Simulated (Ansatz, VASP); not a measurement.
**Ir in VASP and in Ansatz**

Contents of POSCAR:

```
Ir
1.0
    0.0000000000      1.9380890900      1.9380890900
    1.9380890900      0.0000000000      1.9380890900
    1.9380890900      1.9380890900      0.0000000000
Ir
1
Direct
    0.0000000000      0.0000000000      0.0000000000
```

The input INCAR.step1:

```
SYSTEM = Ir
ALGO = Normal ; EDIFF = 1E-5
ENCUT = 550 ; GGA = PE
GGA_COMPAT = .False. ; ISMEAR = -1
LASPH = .True. ; LCHARG = .False.
LREAL = .False. ; LWAVE = .True.
NBANDS = 10 ; NELM = 120
PREC = Accurate ; SIGMA = 0.0198
```

File INCAR.step2:

```
SYSTEM = Ir
ALGO = Normal ; EDIFF = 1E-6
ENCUT = 550 ; GGA_COMPAT = .False.
ISIF = 2 ; ISMEAR = -1
ISTART = 1 ; LASPH = .True.
LCHARG = .True. ; LELF = .True.
LMIXTAU = .True. ; LREAL = .False.
LVHAR = .True. ; LWAVE = .False.
METAGGA = R2SCAN ; NBANDS = 10
NELM = 120 ; PREC = Accurate
SIGMA = 0.0198
```

Contents of KPOINTS:

```
k-points
0
Gamma
  12 12 12
  0 0 0
```

Input for Ansatz:

```yaml
crystal:
  lattice:
    - [0.0, 1.93808909, 1.93808909]
    - [1.93808909, 0.0, 1.93808909]
    - [1.93808909, 1.93808909, 0.0]
  atoms:
    - { symbol: Ir, position: [0.0, 0.0, 0.0] }
  symmetry: { tolerance: 0.0003 }
kpoints:
  mp_grid: { grid: [12, 12, 12], shift: [0, 0, 0] }
  band_path:
    path:
      - [0.0, 0.0, 0.0]
      - [0.5, 0.0, 0.5]
      - [0.625, 0.25, 0.625]
      - [0.375, 0.375, 0.75]
      - [0.0, 0.0, 0.0]
      - [0.5, 0.5, 0.5]
      - [0.5, 0.25, 0.75]
      - [0.5, 0.0, 0.5]
    npoints: 20
magnetization:
  spin_polarized: false
scf:
  occupations: { method: fermi_dirac, width: 0.0198 }
  lower_state_search: "off"
  max_iter: 200
hamiltonian:
  pseudopotentials: { kind: paw }
  xc: r2scan
basis:
  ecutwfc: 500
  fft_grid_basis: typed
output:
  forces: true
  stress: true
  eigenvalues: true
  bader: true
  populations: true
  elf: true
  write_potential: true
  volumetric_format: npy
  dos:
    e_range: [-12, 8]
    de: 0.05
    projected: { site_lists: { Ir: [Ir] } }
checkpoint:
  read: saved_state
```

Alike in both runs: task single point; functional r2SCAN; k mesh 12 × 12 × 12; occupations fermi-dirac, width 0.0198 eV; no spin polarisation.

|  | VASP | Ansatz |
| --- | --- | --- |
| version | VASP 6.6.1 | Ansatz 0.2.0 |
| potentials or method | VASP PAW PBE potentials, release 64 (Ir), cutoff 550 eV | PAW plane waves |
| valence electrons in the cell | 9 | 17 |

```tsv
	VASP	Ansatz	Ansatz less VASP
pressure (GPa)	-7.0	-9.2	-2.22
```

VASP's potentials were made for PBE, not for r2SCAN. VASP's potentials hold 9 valence electrons a cell and Ansatz's 17, so a difference there can come from the potentials and not from the codes.

Neither program's run includes spin-orbit coupling.
